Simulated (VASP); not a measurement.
# SrCl (F-43m) in VASP: notebook, part 2 of 2

VASP 6.6.1. The steps go on from the part before.

## 3. Single point, PBE

This run uses another cell than the first one, of 40.70 Å³/atom.

File INCAR:

```
SYSTEM = SrCl
ALGO = Normal
EDIFF = 1E-6
ENCUT = 520
GGA = PE
ISIF = 2
ISMEAR = 0
LASPH = .True.
LCHARG = .True.
LELF = .True.
LREAL = .False.
LVHAR = .True.
LWAVE = .False.
NBANDS = 16
NELM = 60
PREC = Accurate
SIGMA = 0.1
```

File KPOINTS:

```
k-points
0
Gamma
  6 6 6
  0 0 0
```

File POSCAR:

```
SrCl
1.0
    0.0000000000      3.4398415208      3.4398415208
    3.4398415208      0.0000000000      3.4398415208
    3.4398415208      3.4398415208      0.0000000000
Sr Cl
1 1
Direct
    0.0000000000      0.0000000000      0.0000000000
    0.2500000000      0.2500000000      0.2500000000
```

Potentials or basis: VASP PAW PBE potentials, release 64 (Sr_sv, Cl).

Launch:

```
cat potpaw_PBE.64/Sr_sv/POTCAR potpaw_PBE.64/Cl/POTCAR > POTCAR
mpirun -np 1 vasp_std > vasp.out
```

OUTCAR:

```text
SYSTEM = SrCl
   EDIFF = 1E-6
   ENCUT = 520
   GGA = PE
   ISIF = 2
   ISMEAR = 0
   LASPH = .True.
   LREAL = .False.
   NELM = 60
   PREC = Accurate

 ion  position               nearest neighbor table
   1  0.000  0.000  0.000-   2 2.98   2 2.98   2 2.98   2 2.98
   2  0.250  0.250  0.250-   1 2.98   1 2.98   1 2.98   1 2.98

  LATTYP: Found a face centered cubic cell.
 ALAT       =     6.8796830416

  Lattice vectors:

 A1 = (   0.0000000000,   3.4398415208,   3.4398415208)
 A2 = (   3.4398415208,   0.0000000000,   3.4398415208)
 A3 = (   3.4398415208,   3.4398415208,   0.0000000000)

Analysis of symmetry for initial positions (statically):
=====================================================================
 Subroutine PRICEL returns:
 Original cell was already a primitive cell.

 Routine SETGRP: Setting up the symmetry group for a
 face centered cubic supercell.

 Subroutine GETGRP returns: Found 24 space group operations
 (whereof 24 operations were pure point group operations)
 out of a pool of 48 trial point group operations.

The static configuration has the point symmetry T_d .

Analysis of symmetry for dynamics (positions and initial velocities):
=====================================================================
 Subroutine PRICEL returns:
 Original cell was already a primitive cell.

 Routine SETGRP: Setting up the symmetry group for a
 face centered cubic supercell.

 Subroutine GETGRP returns: Found 24 space group operations
 (whereof 24 operations were pure point group operations)
 out of a pool of 48 trial point group operations.

The dynamic configuration has the point symmetry T_d .

 Subroutine INISYM returns: Found 24 space group operations
 (whereof 24 operations are pure point group operations),
 and found     1 'primitive' translations

----------------------------------------------------------------------------------------

                                     Primitive cell

  volume of cell :      81.4039

  direct lattice vectors                    reciprocal lattice vectors
     0.000000000  3.439841521  3.439841521    -0.145355534  0.145355534  0.145355534
     3.439841521  0.000000000  3.439841521     0.145355534 -0.145355534  0.145355534
     3.439841521  3.439841521  0.000000000     0.145355534  0.145355534 -0.145355534

  length of vectors
     4.864670531  4.864670531  4.864670531     0.251763169  0.251763169  0.251763169

  position of ions in fractional coordinates (direct lattice)
     0.000000000  0.000000000  0.000000000
     0.250000000  0.250000000  0.250000000

  ion indices of the primitive-cell ions
   primitive index   ion index
                 1           1
                 2           2

----------------------------------------------------------------------------------------

 KPOINTS: k-points

Automatic generation of k-mesh.
 Grid dimensions read from file:
 generate k-points for:    6    6    6

 Generating k-lattice:

  Cartesian coordinates                     Fractional coordinates (reciprocal lattice)
    -0.024225922  0.024225922  0.024225922     0.166666667  0.000000000  0.000000000
     0.024225922 -0.024225922  0.024225922     0.000000000  0.166666667  0.000000000
     0.024225922  0.024225922 -0.024225922     0.000000000  0.000000000  0.166666667

  Length of vectors
     0.041960528  0.041960528  0.041960528

  Shift w.r.t. Gamma in fractional coordinates (k-lattice)
     0.000000000  0.000000000  0.000000000

 Subroutine IBZKPT returns following result:
 ===========================================

 Found     16 irreducible k-points:

 Following reciprocal coordinates:
            Coordinates               Weight
  0.000000  0.000000  0.000000      1.000000
  0.166667  0.000000  0.000000      8.000000
  0.333333  0.000000  0.000000      8.000000
  0.500000  0.000000  0.000000      4.000000
  0.166667  0.166667  0.000000      6.000000
  0.333333  0.166667  0.000000     24.000000
[... 8 lines left out ...]
 -0.333333  0.333333  0.166667     24.000000
 -0.333333  0.500000  0.166667     12.000000
   k-points           NKPTS =     16   k-points in BZ     NKDIM =     16   number of bands    NBANDS=     16
   number of dos      NEDOS =    301   number of ions     NIONS =      2
   total plane-waves  NPLWV =  46656
   dimension x,y,z NGX =    36 NGY =   36 NGZ =   36
   dimension x,y,z NGXF=    72 NGYF=   72 NGZF=   72
   ions per type =               1   1
   NGX,Y,Z   is equivalent  to a cutoff of  12.30, 12.30, 12.30 a.u.
   NGXF,Y,Z  is equivalent  to a cutoff of  24.61, 24.61, 24.61 a.u.
 SYSTEM =  SrCl
   PREC   = accura    normal or accurate (medium, high low for compatibility)
   ISTART =      0    job   : 0-new  1-cont  2-samecut
   ICHARG =      2    charge: 1-file 2-atom 10-const
   ISPIN  =      1    spin polarized calculation?
   LNONCOLLINEAR =      F non collinear calculations
   LSORBIT =      F    spin-orbit coupling
   LASPH  =      T    aspherical Exc in radial PAW
   ENCUT  =  520.0 eV  38.22 Ry    6.18 a.u.   9.05  9.05  9.05*2*pi/ulx,y,z
   NELM   =     60;   NELMIN=  2; NELMDL= -5     # of ELM steps
   EDIFF  = 0.1E-05   stopping-criterion for ELM
   LREAL  =      F    real-space projection
   EDIFFG = 0.1E-04   stopping-criterion for IOM
   NSW    =      0    number of steps for IOM
   IBRION =     -1    ionic relax: 0-MD 1-quasi-New 2-CG
   NFREE  =      0    steps in history (QN), initial steepest desc. (CG)
   ISIF   =      2    stress and relaxation
   ISYM   =      2    0-nonsym 1-usesym 2-fastsym
   POTIM  = 0.5000    time-step for ionic-motion
   TEBEG  =    0.0;   TEEND  =   0.0 temperature during run
   PSTRESS=    0.0 pullay stress
   NELECT =      17.0000    total number of electrons
   NUPDOWN=      -1.0000    fix difference up-down
   EMIN   =  10.00;   EMAX   =-10.00  energy-range for DOS
   EFERMI =   0.00;   METHOD = LEGACY
   ISMEAR =     0;   SIGMA  =   0.10  broadening in eV -4-tet -1-fermi 0-gaus
   EFERMI_NEDOS =   21; number of points for ismear=-14 and -15
   IALGO  =     38    algorithm
   IMIX   =      4    mixing-type and parameters
     AMIX     =   0.40;   BMIX     =  1.00
     AMIX_MAG =   1.60;   BMIX_MAG =  1.00
  volume/ion in A,a.u.               =      40.70       274.67
  Fermi-wavevector in a.u.,A,eV,Ry     =   0.971276  1.835446 12.835427  0.943377
  Thomas-Fermi vector in A             =   2.101480
   LORBIT       =      0    0 simple, 1 ext, 2 COOP (PROOUT), +10 PAW based schemes
   GGA     = PE    functional components
   LHFCALC =     F    Hartree Fock is set to
   AEXX    =    0.0000 exact exchange contribution
   IVDW    =     0    specifies the selected vdW correction
   LEPSILON=     F    determine dielectric tensor
   LRPA    =     F    only Hartree local field effects (RPA)
 non-spin polarized calculation
 Gauss-broadening in eV      SIGMA  =   0.10
  energy-cutoff  :      520.00
  volume of cell :       81.40
 maximum number of plane-waves:      2202
   NGX = 19   NGY = 19   NGZ = 19

 number of electron      17.0000000 magnetization

 Free energy of the ion-electron system (eV)
  ---------------------------------------------------
  ext. energy  EPLUGINS =         0.00000000
  ---------------------------------------------------
  free energy    TOTEN  =        -6.55178170 eV

  energy without entropy =       -6.53266316  energy(sigma->0) =       -6.54222243

 E-fermi :   2.8865     XC(G=0):  -7.3778

 val. band max:        2.8425985448   @ k =   0.5000   0.3333   0.0000
 cond. band min:       2.9144860334   @ k =  -0.3333   0.3333   0.0000
 fundamental gap:      0.0718874886
 Fermi energy:         2.8864514329

 k-point     1 :       0.0000    0.0000    0.0000
  band No.  band energies     occupation
      1     -34.5080      2.00000
      2     -16.4806      2.00000
      3     -16.4806      2.00000
      4     -16.4806      2.00000
      5     -14.8264      2.00000
      6      -3.2304      2.00000
[... 8 lines left out ...]
     15       8.5390      0.00000
     16       8.5390      0.00000
[... 267 lines left out ...]
 k-point    16 :      -0.3333    0.5000    0.1667
  band No.  band energies     occupation
      1     -34.5040      2.00000
      2     -16.7388      2.00000
      3     -16.5189      2.00000
      4     -16.5091      2.00000
      5     -14.4899      2.00000
      6      -3.4787      2.00000
[... 8 lines left out ...]
     15       6.9554      0.00000
     16       8.4842      0.00000

------------------------ aborting loop because EDIFF is reached ----------------------------------------

  FORCE on cell =-STRESS in cart. coord.  units (eV):
  Direction    XX          YY          ZZ          XY          YZ          ZX
  --------------------------------------------------------------------------------------
  -------------------------------------------------------------------------------------
  Total        0.0028640      0.0028640      0.0028640      0.0000000      0.0000000     -0.0000000
  in kB        0.0563686      0.0563686      0.0563686      0.0000000      0.0000000     -0.0000000
  external PRESSURE =       0.0563686 kB  Pullay stress =       0.0000000 kB

 VOLUME and BASIS-vectors are now :
 -----------------------------------------------------------------------------
  energy-cutoff  :      520.00
  volume of cell :       81.40
      direct lattice vectors                 reciprocal lattice vectors
     0.000000000  3.439841521  3.439841521    -0.145355534  0.145355534  0.145355534
     3.439841521  0.000000000  3.439841521     0.145355534 -0.145355534  0.145355534
     3.439841521  3.439841521  0.000000000     0.145355534  0.145355534 -0.145355534

 POSITION                                       TOTAL-FORCE (eV/Angst)
 -----------------------------------------------------------------------------------
      0.00000      0.00000      0.00000        -0.000000      0.000000      0.000000
      1.71992      1.71992      1.71992         0.000000     -0.000000     -0.000000
 -----------------------------------------------------------------------------------
    total drift:                               -0.000000     -0.000000     -0.000000

  FREE ENERGIE OF THE ION-ELECTRON SYSTEM (eV)
  ---------------------------------------------------
  free  energy   TOTEN  =        -6.5517817048 eV

  energy  without entropy=       -6.5326631637  energy(sigma->0) =       -6.54222243
```

stdout:

```text
POSCAR found type information on POSCAR SrCl
 POSCAR found :  2 types and       2 ions
 scaLAPACK will be used
 LDA part: xc-table for (Slater+PW92), standard interpolation
 POSCAR, INCAR and KPOINTS ok, starting setup
 FFT: planning ... GRIDC
 FFT: planning ... GRID_SOFT
 FFT: planning ... GRID
 WAVECAR not read
 entering main loop
```

Run time: 34 s. Hardware: 1 thread of AMD EPYC 7R13, shared host; peak memory 0.18 GiB.

Results:

| Property | Result |
| --- | --- |
| Free energy | -6.5518 eV |
| Pressure | 0.0 GPa |
| Band gap on the k mesh | zero (an odd number of electrons rules out a gap without spin polarisation) |

Caveat: an odd number of electrons without spin polarisation forces a metal; a magnetic or distorted state may lie lower.
